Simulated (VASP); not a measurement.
WS2: single point with PBEsol

System: WS2, a slab with vacuum.

```xyz
6
Lattice="3.1036 0.0000 0.0000 -1.5518 2.6878 0.0000 0.0000 0.0000 23.2524" Properties=species:S:1:pos:R:3 pbc="T T T"
W     0.0000    1.7918   14.7552
W     1.5518    0.8959    8.4972
S     0.0000    1.7918    6.9517
S     1.5518    0.8959   13.2085
S     0.0000    1.7918   10.0439
S     1.5518    0.8959   16.3007
```

- Program: VASP 6.6.1
- Task: single point
- Functional: PBEsol
- Potentials or basis: VASP PAW PBE potentials, release 64 (W_sv, S)
- Cutoff: 520 eV
- k mesh: 12 × 12 × 2
- Occupations: gaussian, width 0.05 eV
- Spin: no spin polarisation
- Dipole correction: no
- Further INCAR settings: ALGO = Normal; EDIFF = 1e-06; NBANDS = 35

| Quantity | Value |
| --- | --- |
| Largest force | 0.822 eV/Å |
| Band gap on the k mesh | 1.55 eV (least direct gap 2.01 eV) |

Forces in eV/Å, atoms in the order of the input:
```
W    0.000  0.000  0.003
W    0.000  0.000 -0.003
S    0.000  0.000 -0.822
S    0.000  0.000 -0.809
S    0.000  0.000  0.809
S    0.000  0.000  0.822
```

Levels at points of the mesh, in eV from the valence-band top:
```
           k point  band 24  band 25  band 26  band 27  band 28  band 29
(0.00, 0.00, 0.00)    -1.91    -0.69     0.00     2.80     2.80     2.81
(0.50, 0.00, 0.00)    -1.45    -1.35    -1.29     2.86     2.88     3.20
(0.00, 0.00, 0.50)    -1.91    -0.69     0.00     2.80     2.80     2.81
(0.50, 0.00, 0.50)    -1.45    -1.35    -1.29     2.86     2.88     3.20
```

Run time: 4.4 min on 1 thread of Intel(R) Xeon(R) Platinum 8488C (Sapphire Rapids), on a shared host, peak memory 0.41 GiB.

Caveat: there is no dipole correction, which matters where the two faces differ; the PAW data sets were made with another functional, which shifts forces and pressure a little; spin-orbit coupling is left out, which moves the levels of the heavy elements.
